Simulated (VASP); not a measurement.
# AgCl (Fm-3m) in VASP: single point with PBE

Aim: the single point of AgCl with PBE.

Everything below comes from runs of VASP 6.6.1. Logs are shortened: lines on timing, memory, paths and dates and some standing lists are left out, and cuts for length are marked.

## 1. The cell of the first run

Symmetry: Fm-3m, No. 225, cubic system. The conventional cell has a = 5.545 Å, b = 5.545 Å, c = 5.545 Å, α = 90.00°, β = 90.00°, γ = 90.00°. Ag (site symmetry m-3m) has 6 Cl at 2.77 Å within 3.7 Å. Cl (site symmetry m-3m) has 6 Ag at 2.77 Å within 3.7 Å.

## 2. Single point, PBE

The input, INCAR:

```
ALGO = Normal
EDIFF = 1E-6
ENCUT = 500
GGA = PE
GGA_COMPAT = F
ISIF = 2
ISMEAR = 0
LASPH = T
LCHARG = F
LREAL = F
LWAVE = F
NBANDS = 16
NELM = 120
PREC = Accurate
SIGMA = 0.1
```

The input, KPOINTS:

```
k-points
0
Gamma
  6 6 6
```

The input, POSCAR:

```
AgCl
1.0
    0.0000000000      2.7726630000      2.7726630000
    2.7726630000      0.0000000000      2.7726630000
    2.7726630000      2.7726630000      0.0000000000
Ag Cl
1 1
Direct
    0.0000000000      0.0000000000      0.0000000000
    0.5000000000      0.5000000000      0.5000000000
```

Potentials or basis: VASP PAW PBE potentials, release 64 (Ag, Cl).

On the command line:

```bash
cat potpaw_PBE.64/Ag/POTCAR potpaw_PBE.64/Cl/POTCAR > POTCAR
mpirun -np 1 vasp_std > vasp.out
```

OUTCAR:

```text
EDIFF = 1E-6
   ENCUT = 500
   GGA = PE
   ISIF = 2
   ISMEAR = 0
   LASPH = T
   LREAL = F
   NELM = 120
   PREC = Accurate

 ion  position               nearest neighbor table
   1  0.000  0.000  0.000-   2 2.77   2 2.77   2 2.77   2 2.77   2 2.77   2 2.77
   2  0.500  0.500  0.500-   1 2.77   1 2.77   1 2.77   1 2.77   1 2.77   1 2.77

  LATTYP: Found a face centered cubic cell.
 ALAT       =     5.5453260000

  Lattice vectors:

 A1 = (   0.0000000000,   2.7726630000,   2.7726630000)
 A2 = (   2.7726630000,   0.0000000000,   2.7726630000)
 A3 = (   2.7726630000,   2.7726630000,   0.0000000000)

Analysis of symmetry for initial positions (statically):
=====================================================================
 Subroutine PRICEL returns:
 Original cell was already a primitive cell.

 Routine SETGRP: Setting up the symmetry group for a
 face centered cubic supercell.

 Subroutine GETGRP returns: Found 48 space group operations
 (whereof 48 operations were pure point group operations)
 out of a pool of 48 trial point group operations.

The static configuration has the point symmetry O_h .

Analysis of symmetry for dynamics (positions and initial velocities):
=====================================================================
 Subroutine PRICEL returns:
 Original cell was already a primitive cell.

 Routine SETGRP: Setting up the symmetry group for a
 face centered cubic supercell.

 Subroutine GETGRP returns: Found 48 space group operations
 (whereof 48 operations were pure point group operations)
 out of a pool of 48 trial point group operations.

The dynamic configuration has the point symmetry O_h .

 Subroutine INISYM returns: Found 48 space group operations
 (whereof 48 operations are pure point group operations),
 and found     1 'primitive' translations

----------------------------------------------------------------------------------------

                                     Primitive cell

  volume of cell :      42.6306

  direct lattice vectors                    reciprocal lattice vectors
     0.000000000  2.772663000  2.772663000    -0.180332049  0.180332049  0.180332049
     2.772663000  0.000000000  2.772663000     0.180332049 -0.180332049  0.180332049
     2.772663000  2.772663000  0.000000000     0.180332049  0.180332049 -0.180332049

  length of vectors
     3.921137618  3.921137618  3.921137618     0.312344271  0.312344271  0.312344271

  position of ions in fractional coordinates (direct lattice)
     0.000000000  0.000000000  0.000000000
     0.500000000  0.500000000  0.500000000

  ion indices of the primitive-cell ions
   primitive index   ion index
                 1           1
                 2           2

----------------------------------------------------------------------------------------

 KPOINTS: k-points

Automatic generation of k-mesh.
 Grid dimensions read from file:
 generate k-points for:    6    6    6

 Generating k-lattice:

  Cartesian coordinates                     Fractional coordinates (reciprocal lattice)
    -0.030055342  0.030055342  0.030055342     0.166666667  0.000000000  0.000000000
     0.030055342 -0.030055342  0.030055342     0.000000000  0.166666667  0.000000000
     0.030055342  0.030055342 -0.030055342     0.000000000  0.000000000  0.166666667

  Length of vectors
     0.052057379  0.052057379  0.052057379

  Shift w.r.t. Gamma in fractional coordinates (k-lattice)
     0.000000000  0.000000000  0.000000000

 Subroutine IBZKPT returns following result:
 ===========================================

 Found     16 irreducible k-points:

 Following reciprocal coordinates:
            Coordinates               Weight
  0.000000  0.000000  0.000000      1.000000
  0.166667  0.000000  0.000000      8.000000
  0.333333  0.000000  0.000000      8.000000
  0.500000  0.000000  0.000000      4.000000
  0.166667  0.166667  0.000000      6.000000
  0.333333  0.166667  0.000000     24.000000
[... 8 lines left out ...]
 -0.333333  0.333333  0.166667     24.000000
 -0.333333  0.500000  0.166667     12.000000
   k-points           NKPTS =     16   k-points in BZ     NKDIM =     16   number of bands    NBANDS=     16
   number of dos      NEDOS =    301   number of ions     NIONS =      2
   total plane-waves  NPLWV =  27000
   dimension x,y,z NGX =    30 NGY =   30 NGZ =   30
   dimension x,y,z NGXF=    60 NGYF=   60 NGZF=   60
   ions per type =               1   1
   NGX,Y,Z   is equivalent  to a cutoff of  12.72, 12.72, 12.72 a.u.
   NGXF,Y,Z  is equivalent  to a cutoff of  25.44, 25.44, 25.44 a.u.
 SYSTEM =  unknown system
   PREC   = accura    normal or accurate (medium, high low for compatibility)
   ISTART =      0    job   : 0-new  1-cont  2-samecut
   ICHARG =      2    charge: 1-file 2-atom 10-const
   ISPIN  =      1    spin polarized calculation?
   LNONCOLLINEAR =      F non collinear calculations
   LSORBIT =      F    spin-orbit coupling
   LASPH  =      T    aspherical Exc in radial PAW
   ENCUT  =  500.0 eV  36.75 Ry    6.06 a.u.   7.15  7.15  7.15*2*pi/ulx,y,z
   NELM   =    120;   NELMIN=  2; NELMDL= -5     # of ELM steps
   EDIFF  = 0.1E-05   stopping-criterion for ELM
   LREAL  =      F    real-space projection
   EDIFFG = 0.1E-04   stopping-criterion for IOM
   NSW    =      0    number of steps for IOM
   IBRION =     -1    ionic relax: 0-MD 1-quasi-New 2-CG
   NFREE  =      0    steps in history (QN), initial steepest desc. (CG)
   ISIF   =      2    stress and relaxation
   ISYM   =      2    0-nonsym 1-usesym 2-fastsym
   POTIM  = 0.5000    time-step for ionic-motion
   TEBEG  =    0.0;   TEEND  =   0.0 temperature during run
   PSTRESS=    0.0 pullay stress
   NELECT =      18.0000    total number of electrons
   NUPDOWN=      -1.0000    fix difference up-down
   EMIN   =  10.00;   EMAX   =-10.00  energy-range for DOS
   EFERMI =   0.00;   METHOD = LEGACY
   ISMEAR =     0;   SIGMA  =   0.10  broadening in eV -4-tet -1-fermi 0-gaus
   EFERMI_NEDOS =   21; number of points for ismear=-14 and -15
   IALGO  =     38    algorithm
   IMIX   =      4    mixing-type and parameters
     AMIX     =   0.40;   BMIX     =  1.00
     AMIX_MAG =   1.60;   BMIX_MAG =  1.00
  volume/ion in A,a.u.               =      21.32       143.84
  Fermi-wavevector in a.u.,A,eV,Ry     =   1.228170  2.320905 20.523058  1.508402
  Thomas-Fermi vector in A             =   2.363106
   LORBIT       =      0    0 simple, 1 ext, 2 COOP (PROOUT), +10 PAW based schemes
   GGA     = PE    functional components
   LHFCALC =     F    Hartree Fock is set to
   AEXX    =    0.0000 exact exchange contribution
   IVDW    =     0    specifies the selected vdW correction
   LEPSILON=     F    determine dielectric tensor
   LRPA    =     F    only Hartree local field effects (RPA)
 non-spin polarized calculation
 Gauss-broadening in eV      SIGMA  =   0.10
  energy-cutoff  :      500.00
  volume of cell :       42.63
 maximum number of plane-waves:      1106
 NGX is ok and might be reduce to    30
   NGX = 15   NGY = 15   NGZ = 15

 number of electron      18.0000005 magnetization

 Free energy of the ion-electron system (eV)
  ---------------------------------------------------
  ext. energy  EPLUGINS =         0.00000000
  ---------------------------------------------------
  free energy    TOTEN  =        -5.39366993 eV

  energy without entropy =       -5.39366993  energy(sigma->0) =       -5.39366993

 E-fermi :   4.2831     XC(G=0):  -9.9679

 val. band max:        3.8247000131   @ k =   0.5000   0.0000   0.0000
 cond. band min:       4.7329779227   @ k =   0.0000   0.0000   0.0000
 fundamental gap:      0.9082779096
 Fermi energy:         4.2830635788

 k-point     1 :       0.0000    0.0000    0.0000
  band No.  band energies     occupation
      1     -11.3272      2.00000
      2       1.3830      2.00000
      3       1.3830      2.00000
      4       1.3830      2.00000
      5       1.4241      2.00000
      6       1.4241      2.00000
[... 8 lines left out ...]
     15      17.1442      0.00000
     16      17.1442      0.00000

 k-point     2 :       0.1667    0.0000    0.0000
  band No.  band energies     occupation
      1     -11.2239      2.00000
      2       0.3248      2.00000
      3       0.5193      2.00000
      4       0.5193      2.00000
      5       1.4738      2.00000
      6       1.4738      2.00000
[... 8 lines left out ...]
     15      15.8068      0.00000
     16      16.5039      0.00000

 k-point     3 :       0.3333    0.0000    0.0000
  band No.  band energies     occupation
      1     -11.0039      2.00000
      2      -0.9209      2.00000
      3      -0.1126      2.00000
      4      -0.1126      2.00000
      5       1.6553      2.00000
      6       1.6553      2.00000
[... 8 lines left out ...]
     15      16.6587      0.00000
     16      16.6587      0.00000

 k-point     4 :       0.5000    0.0000    0.0000
  band No.  band energies     occupation
      1     -10.8862      2.00000
      2      -1.4186      2.00000
      3      -0.3341      2.00000
      4      -0.3341      2.00000
      5       1.7500      2.00000
      6       1.7500      2.00000
[... 8 lines left out ...]
     15      17.5514      0.00000
     16      17.5514      0.00000
[... 172 lines left out ...]
 k-point    14 :       0.5000    0.3333    0.1667
  band No.  band energies     occupation
      1     -10.9095      2.00000
      2      -0.8390      2.00000
      3      -0.1276      2.00000
      4       0.1872      2.00000
      5       1.5736      2.00000
      6       1.7549      2.00000
[... 8 lines left out ...]
     15      18.3321      0.00000
     16      19.8981      0.00000

 k-point    15 :      -0.3333    0.3333    0.1667
  band No.  band energies     occupation
      1     -10.8483      2.00000
      2      -0.7403      2.00000
      3      -0.2202      2.00000
      4      -0.1685      2.00000
      5       1.6796      2.00000
      6       1.7556      2.00000
[... 8 lines left out ...]
     15      17.3759      0.00000
     16      19.0404      0.00000

 k-point    16 :      -0.3333    0.5000    0.1667
  band No.  band energies     occupation
      1     -10.8441      2.00000
      2      -0.3598      2.00000
      3      -0.1848      2.00000
      4       0.1152      2.00000
      5       1.6508      2.00000
      6       1.8623      2.00000
[... 8 lines left out ...]
     15      18.1359      0.00000
     16      18.9666      0.00000

------------------------ aborting loop because EDIFF is reached ----------------------------------------

  FORCE on cell =-STRESS in cart. coord.  units (eV):
  Direction    XX          YY          ZZ          XY          YZ          ZX
  --------------------------------------------------------------------------------------
  -------------------------------------------------------------------------------------
  Total        0.4008979      0.4008979      0.4008979     -0.0000000     -0.0000000      0.0000000
  in kB       15.0668723     15.0668723     15.0668723     -0.0000000     -0.0000000      0.0000000
  external PRESSURE =      15.0668723 kB  Pullay stress =       0.0000000 kB

 VOLUME and BASIS-vectors are now :
 -----------------------------------------------------------------------------
  energy-cutoff  :      500.00
  volume of cell :       42.63
      direct lattice vectors                 reciprocal lattice vectors
     0.000000000  2.772663000  2.772663000    -0.180332049  0.180332049  0.180332049
     2.772663000  0.000000000  2.772663000     0.180332049 -0.180332049  0.180332049
     2.772663000  2.772663000  0.000000000     0.180332049  0.180332049 -0.180332049

 POSITION                                       TOTAL-FORCE (eV/Angst)
 -----------------------------------------------------------------------------------
      0.00000      0.00000      0.00000         0.000000      0.000000      0.000000
      2.77266      2.77266      2.77266        -0.000000     -0.000000     -0.000000
 -----------------------------------------------------------------------------------
    total drift:                               -0.000000      0.000000      0.000000

  FREE ENERGIE OF THE ION-ELECTRON SYSTEM (eV)
  ---------------------------------------------------
  free  energy   TOTEN  =        -5.3936699343 eV

  energy  without entropy=       -5.3936699343  energy(sigma->0) =       -5.39366993
```

It took 16 s on 1 thread of AMD EPYC 7R43 (Zen 3), shared host; peak memory 0.13 GiB.

Results:

```
Free energy            : -5.3937 eV
Pressure               : 1.5 GPa
Band gap on the k mesh : 0.91 eV, indirect (least direct gap 3.23 eV)
```
